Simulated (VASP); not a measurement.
Set up this calculation in VASP 6.6.1, as the native input.

| Quantity | Value |
| --- | --- |
| Task | single point |
| Functional | PBEsol |
| Potentials or basis | VASP PAW PBE potentials, release 64 (Zr_sv, C) |
| Cutoff | 520 eV |
| k mesh | 18 × 18 × 18 |
| Occupations | gaussian, width 0.15 eV |
| Spin | no spin polarisation |
| Dipole correction | no |
| Further INCAR settings | ALGO = Normal; EDIFF = 1e-07; NBANDS = 15 |

The structure of ZrC lies in POSCAR:

```
ZrC
1.0
    0.0000000000      2.3149568500      2.3149568500
    2.3149568500      0.0000000000      2.3149568500
    2.3149568500      2.3149568500      0.0000000000
Zr C
1 1
Direct
    0.5000000000      0.5000000000      0.5000000000
    0.0000000000      0.0000000000      0.0000000000
```

This cell differs from its parent crystal: strain -0.015 along x and y, -0.015 along z.

The input as run:

INCAR

```
PREC     = Accurate       # precision mode
ENCUT    = 520            # plane-wave cutoff, eV
EDIFF    = 1E-7           # SCF threshold, eV
ISMEAR   = 0              # smearing method
SIGMA    = 0.15           # smearing width, eV
LREAL    = F              # projectors in reciprocal space
LASPH    = T              # aspherical terms in the spheres
NELM     = 60             # most SCF steps
ALGO     = Normal         # electronic algorithm
ISIF     = 2              # what is computed and relaxed
LWAVE    = F              # write WAVECAR
LCHARG   = F              # write CHGCAR
GGA      = PS             # functional
NBANDS   = 15             # bands
```

KPOINTS

```
Automatic mesh
0
Gamma
  18 18 18
```

Potentials or basis: VASP PAW PBE potentials, release 64 (Zr_sv, C).

Run with:

```console
$ cat potpaw_PBE.64/Zr_sv/POTCAR potpaw_PBE.64/C/POTCAR > POTCAR
$ mpirun -np 1 vasp_std > vasp.out
```

It gave:

```json
{"Pressure": "6.7 GPa", "Band gap on the k mesh": "zero (band 8 reaches 10.99 eV, above the bottom of band 9 at 9.65 eV)"}
```

Caveat: the cell differs from its parent crystal (strain -0.015 along x and y, -0.015 along z); the PAW data sets were made with another functional, which shifts forces and pressure a little.

Wall time 21 s on 1 thread of Intel(R) Xeon(R) 6975P-C (Granite Rapids) (shared host), peak memory 0.19 GiB.
